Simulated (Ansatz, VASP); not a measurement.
## One calculation of Al4CoNi3, two programs

File INCAR:

```
SYSTEM = Al4CoNi3
PREC = Accurate
ENCUT = 520
EDIFF = 1E-7
ISMEAR = 0
SIGMA = 0.2
LREAL = .False.
LASPH = .True.
NELM = 150
ALGO = Normal
ISIF = 2
LWAVE = .False.
LCHARG = .False.
ISPIN = 2
MAGMOM = 0 0 0 0 0 0 0 0.82
LORBIT = 11
LMAXMIX = 4
GGA = PE
NBANDS = 40
```

Contents of KPOINTS:

```
Automatic mesh
0
Gamma
  6 6 6
  0 0 0
```

Contents of POSCAR:

```
Al4CoNi3
1.0
   -2.8867732000      2.8867732000      2.8867732000
    2.8867732000     -2.8867732000      2.8867732000
    2.8867732000      2.8867732000     -2.8867732000
Al Ni Co
4 3 1
Direct
    0.0000000000      0.5000000000      1.0000000000
    0.5000000000      0.5000000000      0.5000000000
    1.0000000000      1.0000000000      0.5000000000
    0.5000000000      0.0000000000      0.0000000000
    0.5000000000      0.0000000000      0.5000000000
    0.5000000000      0.5000000000      0.0000000000
    0.0000000000      0.5000000000      0.5000000000
    0.0000000000      0.0000000000      0.0000000000
```

Input for Ansatz:

```yaml
crystal:
  lattice:
    - [-2.8867732, 2.8867732, 2.8867732]
    - [2.8867732, -2.8867732, 2.8867732]
    - [2.8867732, 2.8867732, -2.8867732]
  atoms:
    - { symbol: Al, position: [0.0, 0.5, 1.0] }
    - { symbol: Al, position: [0.5, 0.5, 0.5] }
    - { symbol: Al, position: [1.0, 1.0, 0.5] }
    - { symbol: Al, position: [0.5, 0.0, 0.0] }
    - { symbol: Ni, position: [0.5, 0.0, 0.5] }
    - { symbol: Ni, position: [0.5, 0.5, 0.0] }
    - { symbol: Ni, position: [0.0, 0.5, 0.5] }
    - { symbol: Co, position: [0.0, 0.0, 0.0], spin: 0.82 }
basis:
  ecutwfc: 420
kpoints:
  mp_grid: { grid: [6, 6, 6] }
hamiltonian:
  xc: pbe
scf:
  occupations: { method: gaussian, width: 0.2 }
  lower_state_search: "off"
output:
  forces: true
  stress: true
  eigenvalues: true
  populations: true
magnetization:
  spin_polarized: true
```

Alike in both runs: task single point; functional PBE; k mesh 6 × 6 × 6; occupations gaussian, width 0.2 eV; collinear spin.

|  | VASP | Ansatz |
| --- | --- | --- |
| version | VASP 6.6.1 | Ansatz 0.2.0 |
| potentials or method | VASP PAW PBE potentials, release 64 (Al, Ni, Co), cutoff 520 eV | scalar-relativistic, plane waves, PAW |
| valence electrons in the cell | 51 | 83 |

VASP gave:

| Item | Value |
| --- | --- |
| gap on the k mesh at the Fermi level (eV) | none |
| pressure (GPa) | -0.2 |
| net moment per atom (μB) | 0.11 |
| size of the moment on the site where the two differ most (μB) | 0.67 |

**Question.** Estimate Ansatz's values.

**Answer.** gap on the k mesh at the Fermi level (eV): none; pressure (GPa): -0.1; net moment per atom (μB): 0.11; size of the moment on the site where the two differ most (μB): 0.69.

Site moments also hang on the region over which each program counts them. A gap of «none» marks a metal or a gap that the smearing closes. VASP's potentials hold 51 valence electrons a cell and Ansatz's 83, so a difference there can come from the potentials and not from the codes.
